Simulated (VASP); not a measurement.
**WC: single point with PBEsol**

WC:

```
W C
1.0
     2.90050    0.00000    0.00000
    -1.45025    2.51191    0.00000
     0.00000    0.00000    2.82900
W C
1 1
Direct
  0.00000 0.00000 0.02651
  0.66667 0.33333 0.50000
```

This cell differs from its parent crystal: all W atoms moved +0.075 Å, as atom 1 along Cartesian [0 0 1].

| Item | Value |
| --- | --- |
| Program | VASP 6.6.1 |
| Task | single point |
| Functional | PBEsol |
| Potentials or basis | VASP PAW PBE potentials, release 64 (W_sv, C) |
| Cutoff | 520 eV |
| k mesh | 6 × 6 × 6 |
| Occupations | gaussian, width 0.15 eV |
| Spin | no spin polarisation |

```yaml
Pressure: 1.8 GPa
Largest_force: 1.069 eV/Å
Band_gap_on_the_k_mesh: zero (band 9 reaches 11.41 eV, above the bottom of band 10 at 10.47 eV)
```

Forces in eV/Å, atoms in the order of the input:
```
W    0.000  0.000 -1.069
C    0.000  0.000  1.069
```

Stress tensor (GPa, compression positive):
```
2.44 0.00 0.00
0.00 2.44 0.00
0.00 0.00 0.64
```

Levels at points of the mesh, in eV from the Fermi level:
| k point | band 5 | band 6 | band 7 | band 8 | band 9 | band 10 | band 11 | band 12 | band 13 | band 14 |
| --- | --- | --- | --- | --- | --- | --- | --- | --- | --- | --- |
| (0.00, 0.00, 0.00) | -14.71 | -4.67 | -3.63 | -3.63 | -0.01 | 2.99 | 2.99 | 5.55 | 5.55 | 6.21 |
| (0.50, 0.00, 0.00) | -11.33 | -7.30 | -4.02 | -3.67 | -0.76 | 2.21 | 4.35 | 4.69 | 6.47 | 9.73 |
| (0.00, 0.00, 0.50) | -10.64 | -8.92 | -2.35 | -2.35 | -0.79 | -0.79 | 3.54 | 4.36 | 4.36 | 9.71 |
| (0.50, 0.00, 0.50) | -11.54 | -6.78 | -4.60 | -4.40 | 0.08 | 4.24 | 5.15 | 6.46 | 9.04 | 9.97 |

Run time: 15 s on 1 thread of Intel(R) Xeon(R) Platinum 8488C (Sapphire Rapids) (shared host), peak memory 0.14 GiB.

Caveat: the k points lie up to 0.42 Å⁻¹ apart; the cell differs from its parent crystal (all W atoms moved +0.075 Å, as atom 1 along Cartesian [0 0 1]); the PAW data sets were made with another functional, which shifts forces and pressure a little; spin-orbit coupling is left out, which moves the levels of the heavy elements.
